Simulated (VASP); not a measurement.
# AlN (I-4m2) in VASP: single point with HSE06

Aim: the single point of AlN with HSE06.

All numbers are computed with VASP 6.6.1; they aren't measurements. Logs are shortened: lines on timing, memory, paths and dates and some standing lists are left out, and cuts for length are marked.

## Step 1: The cell of the first run

Symmetry: I-4m2, No. 119, tetragonal system. Conventional cell: a = 3.090 Å, b = 3.090 Å, c = 4.160 Å, α = 90.00°, β = 90.00°, γ = 90.00°. Al (site symmetry -4m2) has 4 N at 1.86 Å within 2.5 Å. Within 2.5 Å of N (site symmetry -4m2) lie 4 Al at 1.86 Å.

## Step 2: Single point, HSE06 (uniaxial y strain -4.8%)

Contents of POSCAR:

```
AlN
1.0
    0.0000000000      2.0797839241      2.1848764830
    2.1848764830      0.0000000000      2.1848764830
    2.1848764830      2.0797839241      0.0000000000
Al N
1 1
Direct
    0.0000000000      0.0000000000      0.0000000000
    0.7500000000      0.7500000000      0.7500000000
```

Contents of INCAR.step1:

```
SYSTEM = AlN
ALGO = Normal
EDIFF = 1E-5
ENCUT = 520
GGA = PE
ISIF = 2
ISMEAR = 0
LASPH = .True.
LCHARG = .False.
LREAL = .False.
LWAVE = .True.
NBANDS = 11
NELM = 60
PREC = Accurate
SIGMA = 0.01
```

Contents of INCAR.step2:

```
SYSTEM = AlN
ALGO = Normal
EDIFF = 1E-6
ENCUT = 520
GGA = PE
HFSCREEN = 0.2079
ISIF = 2
ISMEAR = 0
ISTART = 1
LASPH = .True.
LCHARG = .False.
LHFCALC = .True.
LREAL = .False.
LWAVE = .False.
NBANDS = 11
NELM = 60
PREC = Accurate
PRECFOCK = Normal
SIGMA = 0.01
```

Contents of KPOINTS:

```
k-points
0
Gamma
  8 8 8
  0 0 0
```

Potentials or basis: VASP PAW PBE potentials, release 64 (Al, N).

The run is started by

```sh
$ cat potpaw_PBE.64/Al/POTCAR potpaw_PBE.64/N/POTCAR > POTCAR
$ cp INCAR.step1 INCAR
$ mpirun -np 1 vasp_std > vasp.out
$ cp INCAR.step2 INCAR
$ mpirun -np 1 vasp_std > vasp.out
```

OUTCAR:

```text
SYSTEM = AlN
   EDIFF = 1E-6
   ENCUT = 520
   GGA = PE
   HFSCREEN = 0.2079
   ISIF = 2
   ISMEAR = 0
   ISTART = 1
   LASPH = .True.
   LHFCALC = .True.
   LREAL = .False.
   NELM = 60
   PREC = Accurate
   PRECFOCK = Normal

 ion  position               nearest neighbor table
   1  0.000  0.000  0.000-   2 1.86   2 1.86   2 1.86   2 1.86
   2  0.750  0.750  0.750-   1 1.86   1 1.86   1 1.86   1 1.86

  LATTYP: Found a body centered tetragonal cell.
 ALAT       =     3.0898819544
 C/A-ratio  =     1.3461898900

  Lattice vectors:

 A1 = (   0.0000000000,  -2.0797839241,   2.1848764830)
 A2 = (   0.0000000000,  -2.0797839241,  -2.1848764830)
 A3 = (   2.1848764830,   2.0797839241,   0.0000000000)

Analysis of symmetry for initial positions (statically):
=====================================================================
 Subroutine PRICEL returns:
 Original cell was already a primitive cell.

 Routine SETGRP: Setting up the symmetry group for a
 body centered tetragonal supercell.

 Subroutine GETGRP returns: Found  8 space group operations
 (whereof  8 operations were pure point group operations)
 out of a pool of 16 trial point group operations.

The static configuration has the point symmetry D_2d.

Analysis of symmetry for dynamics (positions and initial velocities):
=====================================================================
 Subroutine PRICEL returns:
 Original cell was already a primitive cell.

 Routine SETGRP: Setting up the symmetry group for a
 body centered tetragonal supercell.

 Subroutine GETGRP returns: Found  8 space group operations
 (whereof  8 operations were pure point group operations)
 out of a pool of 16 trial point group operations.

The dynamic configuration has the point symmetry D_2d.

 Subroutine INISYM returns: Found  8 space group operations
 (whereof  8 operations are pure point group operations),
 and found     1 'primitive' translations

----------------------------------------------------------------------------------------

                                     Primitive cell

  volume of cell :      19.8565

  direct lattice vectors                    reciprocal lattice vectors
     0.000000000  2.079783924  2.184876483    -0.228845888  0.240409590  0.228845888
     2.184876483  0.000000000  2.184876483     0.228845888 -0.240409590  0.228845888
     2.184876483  2.079783924  0.000000000     0.228845888  0.240409590 -0.228845888

  length of vectors
[... 94 lines left out ...]
   NUPDOWN=      -1.0000    fix difference up-down
   EMIN   =  10.00;   EMAX   =-10.00  energy-range for DOS
   EFERMI =   0.00;   METHOD = LEGACY
   ISMEAR =     0;   SIGMA  =   0.01  broadening in eV -4-tet -1-fermi 0-gaus
   EFERMI_NEDOS =   21; number of points for ismear=-14 and -15
   IALGO  =     38    algorithm
   IMIX   =      1    mixing-type and parameters
     AMIX     =   0.40;   BMIX     =  1.00
     AMIX_MAG =   1.60;   BMIX_MAG =  1.00
  volume/ion in A,a.u.               =       9.93        67.00
  Fermi-wavevector in a.u.,A,eV,Ry     =   1.209124  2.284913 19.891456  1.461981
  Thomas-Fermi vector in A             =   2.344711
   LORBIT       =      0    0 simple, 1 ext, 2 COOP (PROOUT), +10 PAW based schemes
   GGA     = PE    functional components
   LHFCALC =     T    Hartree Fock is set to
   PRECFOCK=normal    Normal, Fast or Accurate (Low or Medium for compatibility)
   ENCUT4O =  -1.0   cutoff for four orbital integrals eV
   NKREDX  =     1    reduce k-point grid by
   NKREDY  =     1    reduce k-point grid by
   NKREDZ  =     1    reduce k-point grid by
   AEXX    =    0.2500 exact exchange contribution
   HFSCREEN=    0.2079 screening length (either q_TF or 0.3 A-1)
   HFSCREENC=   0.2079 screening length for correlation (either q_TF or 0.3 A-1)
   ENCUTFOCK=  -1.0 apply spherical cutoff to Coloumb kernel
   IVDW    =     0    specifies the selected vdW correction
   LEPSILON=     F    determine dielectric tensor
   LRPA    =     F    only Hartree local field effects (RPA)
 non-spin polarized calculation
 Gauss-broadening in eV      SIGMA  =   0.01
  energy-cutoff  :      520.00
  volume of cell :       19.86
 maximum number of plane-waves:       546
 NGX is ok and might be reduce to    24
  NGX = 18; NGY = 18; NGZ = 18

 number of electron       7.9999998 magnetization

 Free energy of the ion-electron system (eV)
  ---------------------------------------------------
  ext. energy  EPLUGINS =         0.00000000
  ---------------------------------------------------
  free energy    TOTEN  =       -17.35397655 eV

  energy without entropy =      -17.35397655  energy(sigma->0) =      -17.35397655

 E-fermi :   5.7210     XC(G=0):  -9.1799

 val. band max:        5.6311918647   @ k =   0.0000   0.0000   0.0000
 cond. band min:       9.9552808928   @ k =   0.5000   0.0000   0.5000
 fundamental gap:      4.3240890280
 Fermi energy:         5.7209741274

 k-point     1 :       0.0000    0.0000    0.0000
  band No.  band energies     occupation
      1     -11.2776      2.00000
      2       5.4360      2.00000
      3       5.4360      2.00000
      4       5.6312      2.00000
      5      11.5148      0.00000
      6      20.2281      0.00000
      7      20.2788      0.00000
      8      20.2788      0.00000
      9      24.6665      0.00000
     10      26.1161      0.00000
     11      26.3634      0.00000
[... 309 lines left out ...]
 k-point    24 :       0.3750    0.0000    0.1250
  band No.  band energies     occupation
      1      -9.4752      2.00000
      2       0.5212      2.00000
      3       4.4541      2.00000
      4       4.7340      2.00000
      5      14.4269      0.00000
      6      17.5253      0.00000
      7      19.5471      0.00000
      8      19.6188      0.00000
      9      23.3396      0.00000
     10      27.4499      0.00000
     11      27.5915      0.00000

 [... further k-points ...]
[... 5 lines left out ...]
  --------------------------------------------------------------------------------------
  -------------------------------------------------------------------------------------
  Total        1.0505054      1.7500268      1.0505054      0.0000000      0.0000000      0.0000000
  in kB       84.7631101    141.2060456     84.7631101      0.0000000      0.0000000      0.0000000
  external PRESSURE =     103.5774219 kB  Pullay stress =       0.0000000 kB

 VOLUME and BASIS-vectors are now :
 -----------------------------------------------------------------------------
  energy-cutoff  :      520.00
  volume of cell :       19.86
      direct lattice vectors                 reciprocal lattice vectors
     0.000000000  2.079783924  2.184876483    -0.228845888  0.240409590  0.228845888
     2.184876483  0.000000000  2.184876483     0.228845888 -0.240409590  0.228845888
     2.184876483  2.079783924  0.000000000     0.228845888  0.240409590 -0.228845888

 POSITION                                       TOTAL-FORCE (eV/Angst)
 -----------------------------------------------------------------------------------
      0.00000      0.00000      0.00000         0.000000      0.000000      0.000000
      3.27731      3.11968      3.27731        -0.000000     -0.000000     -0.000000
 -----------------------------------------------------------------------------------
    total drift:                               -0.000000      0.000001     -0.000000

  FREE ENERGIE OF THE ION-ELECTRON SYSTEM (eV)
  ---------------------------------------------------
  free  energy   TOTEN  =       -17.3539765452 eV

  energy  without entropy=      -17.3539765452  energy(sigma->0) =      -17.35397655
```

OUTCAR.step1:

```text
SYSTEM = AlN
   EDIFF = 1E-5
   ENCUT = 520
   GGA = PE
   ISIF = 2
   ISMEAR = 0
[... 560 lines left out ...]
      0.00000      0.00000      0.00000         0.000000      0.000000      0.000000
      3.27731      3.11968      3.27731        -0.000000     -0.000000     -0.000000
 -----------------------------------------------------------------------------------
    total drift:                               -0.000000      0.000000     -0.000000

  FREE ENERGIE OF THE ION-ELECTRON SYSTEM (eV)
  ---------------------------------------------------
  free  energy   TOTEN  =       -14.7679008735 eV

  energy  without entropy=      -14.7679008735  energy(sigma->0) =      -14.76790087
```

Run time: 50 min. Hardware: 1 thread of Oxide Virtual Turin-like, shared host; peak memory 0.23 GiB.

What came out:

| Property | Result |
| --- | --- |
| Free energy | -17.3540 eV |
| Pressure | 10.4 GPa |
| Band gap on the k mesh | 4.32 eV (least direct gap 5.88 eV) |

Caveat: the cell differs from its parent crystal (uniaxial y strain -4.8%); the stress differs along the axes, from 8 to 14 GPa; the PAW data sets were made with another functional, which shifts forces and pressure a little.
